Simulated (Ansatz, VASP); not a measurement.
# Al12Ga in VASP and in Ansatz

```
Al Ga
1.0
     5.63437    0.00000    0.00000
     0.00000    5.63437    0.00000
     0.00000    0.00000   21.10392
Al Ga
12 1
Direct
  0.25000 0.25000 0.18954
  0.25000 0.75000 0.18954
  0.75000 0.25000 0.18954
  0.75000 0.75000 0.18954
  0.00000 0.00000 0.28675
  0.00000 0.50000 0.28675
  0.50000 0.00000 0.28675
  0.50000 0.50000 0.28675
  0.25000 0.25000 0.38400
  0.25000 0.75000 0.38400
  0.75000 0.25000 0.38400
  0.75000 0.75000 0.38400
  0.50000 0.50000 0.52568
```

Alike in both runs: task single point; functional LDA; k mesh 5 × 5 × 1; occupations gaussian, width 0.1 eV; collinear spin.

|  | VASP | Ansatz |
| --- | --- | --- |
| version | VASP 6.6.1 | Ansatz 0.2.0 |
| potentials or method | VASP PAW LDA potentials, release 64 (Al, Ga_d), cutoff 520 eV | scalar-relativistic, plane waves, PAW |
| valence electrons in the cell | 49 | 49 |

```tsv
	VASP	Ansatz	Ansatz less VASP
gap on the k mesh at the Fermi level (eV)	none	none	-
rms of the force components (eV/Å)	0.245	0.245	-0.0003
net moment per atom (μB)	0.00	0.00	0.000
work function, face that differs most (eV)	4.51	4.50	-0.010
```

Ansatz warns that its potentials were made for another functional, while VASP's fit it. LDA's correlation is that of Perdew and Zunger in VASP and of Perdew and Wang (1992) in Ansatz. Atom by atom the forces differ by 0.001 eV/Å (rms over components). A gap of «none» marks a metal or a gap that the smearing closes. Ansatz's warnings: seeded moment not kept.
